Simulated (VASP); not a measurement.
# AlN (P6_3mc) in VASP: single point with PBE

Aim: the single point of AlN with PBE.

Everything below comes from runs of VASP 6.6.1. Logs are shortened: lines on timing, memory, paths and dates and some standing lists are left out, and cuts for length are marked.

**1. The cell of the first run**

The structure is hexagonal, space group P6_3mc (No. 186). Conventional cell: a = 3.130 Å, b = 3.130 Å, c = 5.018 Å, α = 90.00°, β = 90.00°, γ = 120.00°. Al (site symmetry 3m) has 4 N at 1.90 to 1.91 Å within 2.5 Å. Within 2.5 Å of N (site symmetry 3m) lie 4 Al at 1.90 to 1.91 Å.

**2. Single point, PBE**

File INCAR:

```
SYSTEM = AlN
  ALGO = Normal
  EDIFF = 1E-6
  ENCUT = 520
  GGA = PE
  ISIF = 2
  ISMEAR = 0
  LASPH = .True.
  LCHARG = .True.
  LELF = .True.
  LREAL = .False.
  LVHAR = .True.
  LWAVE = .False.
  NBANDS = 16
  NELM = 80
  PREC = Accurate
  SIGMA = 0.01
```

File KPOINTS:

```
k-points
0
Gamma
  8 8 4
  0 0 0
```

File POSCAR:

```
AlN
1.0
    3.1302701068      0.0000000000      0.0000000000
   -1.5651350534      2.7108934332      0.0000000000
    0.0000000000      0.0000000000      5.0179591164
Al N
2 2
Direct
    0.3333333333      0.6666666667      0.0002275865
    0.6666666667      0.3333333333      0.5002275865
    0.3333333333      0.6666666667      0.3817724135
    0.6666666667      0.3333333333      0.8817724135
```

Potentials or basis: VASP PAW PBE potentials, release 64 (Al, N).

Started as:

```console
$ cat potpaw_PBE.64/Al/POTCAR potpaw_PBE.64/N/POTCAR > POTCAR
$ mpirun -np 1 vasp_std > vasp.out
```

OUTCAR:

```text
SYSTEM = AlN
   EDIFF = 1E-6
   ENCUT = 520
   GGA = PE
   ISIF = 2
   ISMEAR = 0
   LASPH = .True.
   LREAL = .False.
   NELM = 80
   PREC = Accurate

 ion  position               nearest neighbor table
   1  0.333  0.667  0.000-   4 1.90   4 1.90   4 1.90   3 1.91   2 3.09   2 3.09   2 3.09   2 3.09
                             2 3.09   2 3.09
   2  0.667  0.333  0.500-   3 1.90   3 1.90   3 1.90   4 1.91   1 3.09   1 3.09   1 3.09   1 3.09
                             1 3.09   1 3.09
   3  0.333  0.667  0.382-   2 1.90   2 1.90   2 1.90   1 1.91
   4  0.667  0.333  0.882-   1 1.90   1 1.90   1 1.90   2 1.91

  LATTYP: Found a hexagonal cell.
 ALAT       =     3.1302701068
 C/A-ratio  =     1.6030434899

  Lattice vectors:

 A1 = (   3.1302701068,   0.0000000000,   0.0000000000)
 A2 = (  -1.5651350534,   2.7108934332,   0.0000000000)
 A3 = (   0.0000000000,   0.0000000000,   5.0179591164)

Analysis of symmetry for initial positions (statically):
=====================================================================
 Subroutine PRICEL returns:
 Original cell was already a primitive cell.

 Routine SETGRP: Setting up the symmetry group for a
 hexagonal supercell.

 Subroutine GETGRP returns: Found 12 space group operations
 (whereof  6 operations were pure point group operations)
 out of a pool of 24 trial point group operations.

The static configuration has the point symmetry C_3v.
 The point group associated with its full space group is C_6v.

Analysis of symmetry for dynamics (positions and initial velocities):
=====================================================================
 Subroutine PRICEL returns:
 Original cell was already a primitive cell.

 Routine SETGRP: Setting up the symmetry group for a
 hexagonal supercell.

 Subroutine GETGRP returns: Found 12 space group operations
 (whereof  6 operations were pure point group operations)
 out of a pool of 24 trial point group operations.

The dynamic configuration has the point symmetry C_3v.
 The point group associated with its full space group is C_6v.

 Subroutine INISYM returns: Found 12 space group operations
 (whereof  6 operations are pure point group operations),
 and found     1 'primitive' translations

----------------------------------------------------------------------------------------

                                     Primitive cell

  volume of cell :      42.5815

  direct lattice vectors                    reciprocal lattice vectors
     3.130270107  0.000000000  0.000000000     0.319461250  0.184441038  0.000000000
    -1.565135053  2.710893433  0.000000000     0.000000000  0.368882077  0.000000000
     0.000000000  0.000000000  5.017959116     0.000000000  0.000000000  0.199284206

  length of vectors
     3.130270107  3.130270107  5.017959116     0.368882077  0.368882077  0.199284206

  position of ions in fractional coordinates (direct lattice)
     0.333333333  0.666666667  0.000227587
     0.666666667  0.333333333  0.500227587
     0.333333333  0.666666667  0.381772414
     0.666666667  0.333333333  0.881772414

  ion indices of the primitive-cell ions
   primitive index   ion index
                 1           1
                 2           2
                 3           3
                 4           4

----------------------------------------------------------------------------------------

 KPOINTS: k-points

Automatic generation of k-mesh.
 Grid dimensions read from file:
 generate k-points for:    8    8    4

 Generating k-lattice:

  Cartesian coordinates                     Fractional coordinates (reciprocal lattice)
     0.039932656  0.023055130  0.000000000     0.125000000 -0.000000000  0.000000000
     0.000000000  0.046110260  0.000000000     0.000000000  0.125000000  0.000000000
     0.000000000  0.000000000  0.049821052     0.000000000  0.000000000  0.250000000

  Length of vectors
     0.046110260  0.046110260  0.049821052

  Shift w.r.t. Gamma in fractional coordinates (k-lattice)
     0.000000000  0.000000000  0.000000000

 Subroutine IBZKPT returns following result:
 ===========================================

 Found     30 irreducible k-points:

 Following reciprocal coordinates:
            Coordinates               Weight
  0.000000  0.000000  0.000000      1.000000
  0.125000  0.000000  0.000000      6.000000
  0.250000  0.000000  0.000000      6.000000
  0.375000  0.000000  0.000000      6.000000
  0.500000  0.000000  0.000000      3.000000
  0.125000  0.125000  0.000000      6.000000
[... 16 lines left out ...]
  0.250000  0.000000  0.500000      6.000000
  0.375000  0.000000  0.500000      6.000000
 [... further k-points ...]
   k-points           NKPTS =     30   k-points in BZ     NKDIM =     30   number of bands    NBANDS=     16
   number of dos      NEDOS =    301   number of ions     NIONS =      4
   total plane-waves  NPLWV =  23040
   dimension x,y,z NGX =    24 NGY =   24 NGZ =   40
   dimension x,y,z NGXF=    48 NGYF=   48 NGZF=   80
   ions per type =               2   2
   NGX,Y,Z   is equivalent  to a cutoff of  12.75, 12.75, 13.25 a.u.
   NGXF,Y,Z  is equivalent  to a cutoff of  25.49, 25.49, 26.50 a.u.
 SYSTEM =  AlN
   PREC   = accura    normal or accurate (medium, high low for compatibility)
   ISTART =      0    job   : 0-new  1-cont  2-samecut
   ICHARG =      2    charge: 1-file 2-atom 10-const
   ISPIN  =      1    spin polarized calculation?
   LNONCOLLINEAR =      F non collinear calculations
   LSORBIT =      F    spin-orbit coupling
   LASPH  =      T    aspherical Exc in radial PAW
   ENCUT  =  520.0 eV  38.22 Ry    6.18 a.u.   5.82  5.82  9.33*2*pi/ulx,y,z
   NELM   =     80;   NELMIN=  2; NELMDL= -5     # of ELM steps
   EDIFF  = 0.1E-05   stopping-criterion for ELM
   LREAL  =      F    real-space projection
   EDIFFG = 0.1E-04   stopping-criterion for IOM
   NSW    =      0    number of steps for IOM
   IBRION =     -1    ionic relax: 0-MD 1-quasi-New 2-CG
   NFREE  =      0    steps in history (QN), initial steepest desc. (CG)
   ISIF   =      2    stress and relaxation
   ISYM   =      2    0-nonsym 1-usesym 2-fastsym
   POTIM  = 0.5000    time-step for ionic-motion
   TEBEG  =    0.0;   TEEND  =   0.0 temperature during run
   PSTRESS=    0.0 pullay stress
   NELECT =      16.0000    total number of electrons
   NUPDOWN=      -1.0000    fix difference up-down
   EMIN   =  10.00;   EMAX   =-10.00  energy-range for DOS
   EFERMI =   0.00;   METHOD = LEGACY
   ISMEAR =     0;   SIGMA  =   0.01  broadening in eV -4-tet -1-fermi 0-gaus
   EFERMI_NEDOS =   21; number of points for ismear=-14 and -15
   IALGO  =     38    algorithm
   IMIX   =      4    mixing-type and parameters
     AMIX     =   0.40;   BMIX     =  1.00
     AMIX_MAG =   1.60;   BMIX_MAG =  1.00
  volume/ion in A,a.u.               =      10.65        71.84
  Fermi-wavevector in a.u.,A,eV,Ry     =   1.181339  2.232406 18.987756  1.395561
  Thomas-Fermi vector in A             =   2.317614
   LORBIT       =      0    0 simple, 1 ext, 2 COOP (PROOUT), +10 PAW based schemes
   GGA     = PE    functional components
   LHFCALC =     F    Hartree Fock is set to
   AEXX    =    0.0000 exact exchange contribution
   IVDW    =     0    specifies the selected vdW correction
   LEPSILON=     F    determine dielectric tensor
   LRPA    =     F    only Hartree local field effects (RPA)
 non-spin polarized calculation
 Gauss-broadening in eV      SIGMA  =   0.01
  energy-cutoff  :      520.00
  volume of cell :       42.58
 maximum number of plane-waves:      1170
 NGX is ok and might be reduce to    24
   NGX = 11   NGY = 11   NGZ = 19

 number of electron      15.9999998 magnetization

 Free energy of the ion-electron system (eV)
  ---------------------------------------------------
  ext. energy  EPLUGINS =         0.00000000
  ---------------------------------------------------
  free energy    TOTEN  =       -29.78043977 eV

  energy without entropy =      -29.78043977  energy(sigma->0) =      -29.78043977

 E-fermi :   6.0162     XC(G=0): -10.8268

 val. band max:        5.9642320230   @ k =   0.0000   0.0000   0.0000
 cond. band min:      10.0071894004   @ k =   0.0000   0.0000   0.0000
 fundamental gap:      4.0429573774
 Fermi energy:         6.0161667048

 k-point     1 :       0.0000    0.0000    0.0000
  band No.  band energies     occupation
      1      -9.1033      2.00000
      2      -7.0205      2.00000
      3       0.0589      2.00000
      4       5.1186      2.00000
      5       5.1186      2.00000
      6       5.7613      2.00000
[... 8 lines left out ...]
     15      18.9290      0.00000
     16      18.9290      0.00000

 k-point     2 :       0.1250    0.0000    0.0000
  band No.  band energies     occupation
      1      -8.9101      2.00000
      2      -6.9132      2.00000
      3       0.2912      2.00000
      4       4.2583      2.00000
      5       4.8805      2.00000
      6       4.9363      2.00000
[... 8 lines left out ...]
     15      18.6627      0.00000
     16      18.9064      0.00000

 k-point     3 :       0.2500    0.0000    0.0000
  band No.  band energies     occupation
      1      -8.3719      2.00000
      2      -6.6601      2.00000
      3       0.9584      2.00000
      4       2.5576      2.00000
      5       3.5215      2.00000
      6       4.4229      2.00000
[... 8 lines left out ...]
     15      17.8724      0.00000
     16      19.1083      0.00000

 k-point     4 :       0.3750    0.0000    0.0000
  band No.  band energies     occupation
      1      -7.6468      2.00000
      2      -6.4770      2.00000
      3       1.1312      2.00000
      4       1.9343      2.00000
      5       2.3391      2.00000
      6       4.0492      2.00000
[... 8 lines left out ...]
     15      18.0806      0.00000
     16      20.6269      0.00000

 k-point     5 :       0.5000    0.0000    0.0000
  band No.  band energies     occupation
      1      -7.1899      2.00000
      2      -6.5149      2.00000
      3       0.5891      2.00000
      4       1.8427      2.00000
      5       2.6698      2.00000
      6       3.9100      2.00000
[... 8 lines left out ...]
     15      18.6428      0.00000
     16      20.8609      0.00000

 k-point     6 :       0.1250    0.1250    0.0000
  band No.  band energies     occupation
      1      -8.5434      2.00000
      2      -6.7316      2.00000
      3       0.7419      2.00000
      4       3.3358      2.00000
      5       3.5043      2.00000
      6       4.7265      2.00000
[... 8 lines left out ...]
     15      18.3854      0.00000
     16      19.0586      0.00000
[... 267 lines left out ...]
 k-point    21 :       0.0000    0.0000    0.5000
  band No.  band energies     occupation
      1      -8.2387      2.00000
      2      -8.2387      2.00000
      3       2.6645      2.00000
      4       2.6645      2.00000
      5       5.4306      2.00000
      6       5.4306      2.00000
[... 8 lines left out ...]
     15      17.3066      0.00000
     16      17.3066      0.00000

 k-point    22 :       0.1250    0.0000    0.5000
  band No.  band energies     occupation
      1      -8.0718      2.00000
      2      -8.0718      2.00000
      3       2.5922      2.00000
      4       2.5922      2.00000
      5       4.9141      2.00000
      6       4.9141      2.00000
[... 8 lines left out ...]
     15      17.7484      0.00000
     16      17.7484      0.00000

 k-point    23 :       0.2500    0.0000    0.5000
  band No.  band energies     occupation
      1      -7.6246      2.00000
      2      -7.6246      2.00000
      3       1.9867      2.00000
      4       1.9867      2.00000
      5       4.3859      2.00000
      6       4.3859      2.00000
[... 8 lines left out ...]
     15      18.6264      0.00000
     16      18.6264      0.00000

 k-point    24 :       0.3750    0.0000    0.5000
  band No.  band energies     occupation
      1      -7.0890      2.00000
      2      -7.0890      2.00000
      3       0.9387      2.00000
      4       0.9387      2.00000
      5       4.4917      2.00000
      6       4.4917      2.00000
[... 8 lines left out ...]
     15      19.0344      0.00000
     16      19.0344      0.00000

 [... further k-points ...]
[... 5 lines left out ...]
  --------------------------------------------------------------------------------------
  -------------------------------------------------------------------------------------
  Total       -0.0741437     -0.0741437     -0.0575920      0.0000000      0.0000000      0.0000000
  in kB       -2.7897399     -2.7897399     -2.1669638      0.0000000      0.0000000      0.0000000
  external PRESSURE =      -2.5821479 kB  Pullay stress =       0.0000000 kB

 VOLUME and BASIS-vectors are now :
 -----------------------------------------------------------------------------
  energy-cutoff  :      520.00
  volume of cell :       42.58
      direct lattice vectors                 reciprocal lattice vectors
     3.130270107  0.000000000  0.000000000     0.319461250  0.184441038  0.000000000
    -1.565135053  2.710893433  0.000000000     0.000000000  0.368882077  0.000000000
     0.000000000  0.000000000  5.017959116     0.000000000  0.000000000  0.199284206

 POSITION                                       TOTAL-FORCE (eV/Angst)
 -----------------------------------------------------------------------------------
     -0.00000      1.80726      0.00114        -0.000000      0.000000      0.000661
      1.56514      0.90363      2.51012         0.000000     -0.000000      0.000661
     -0.00000      1.80726      1.91572        -0.000000     -0.000000     -0.000661
      1.56514      0.90363      4.42470         0.000000      0.000000     -0.000661
 -----------------------------------------------------------------------------------
    total drift:                               -0.000000      0.000000      0.000589

  FREE ENERGIE OF THE ION-ELECTRON SYSTEM (eV)
  ---------------------------------------------------
  free  energy   TOTEN  =       -29.7804397703 eV

  energy  without entropy=      -29.7804397703  energy(sigma->0) =      -29.78043977
```

It took 9.4 s on 1 thread of Intel Xeon Platinum 8488C (Sapphire Rapids), shared host; peak memory 0.16 GiB.

Results:

- Free energy: -29.7804 eV
- Pressure: -0.3 GPa
- Band gap on the k mesh: 4.04 eV, direct
